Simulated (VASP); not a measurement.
Crystal: GaAs.

```
Ga As
1.0
     0.00000    2.82685    2.82685
     2.82685    0.00000    2.82685
     2.82685    2.82685    0.00000
Ga As
1 1
Direct
  0.00000 0.00000 0.00000
  0.25000 0.25000 0.25000
```

| Quantity | Value |
| --- | --- |
| Program | VASP 6.6.1 |
| Task | relaxation of cell and atoms |
| Functional | PBE |
| Potentials or basis | VASP PAW PBE potentials, release 64 (Ga_d, As) |
| Cutoff | 600 eV |
| k mesh | 8 × 8 × 8 |
| Occupations | gaussian, width 0.01 eV |
| Spin | no spin polarisation |

At the start: pressure 3.4 GPa; volume 22.59 Å³/atom.

Problem. How do energy, volume and symmetry change on relaxing?

Solution. Over 3 steps the energy falls by 11.9 meV/atom and the volume is 23.75 Å³/atom (+5.2 %); space group F-43m (No. 216, to 0.05 Å).

The path:
```
step  energy change (eV)  largest force (eV/Å)  pressure (GPa)  volume (Å³)
   1              0.0000                0.0000            3.45        45.18
   2             -0.0206                0.0000           -1.07        48.43
   3             -0.0239                0.0000           -0.01        47.51
```

Final structure:
```yaml
crystal:
  lattice:
    - [0.00000, 2.87463, 2.87463]
    - [2.87463, 0.00000, 2.87463]
    - [2.87463, 2.87463, 0.00000]
  atoms:
    - { symbol: Ga, position: [0.00000, 0.00000, 0.00000] }
    - { symbol: As, position: [0.25000, 0.25000, 0.25000] }
```
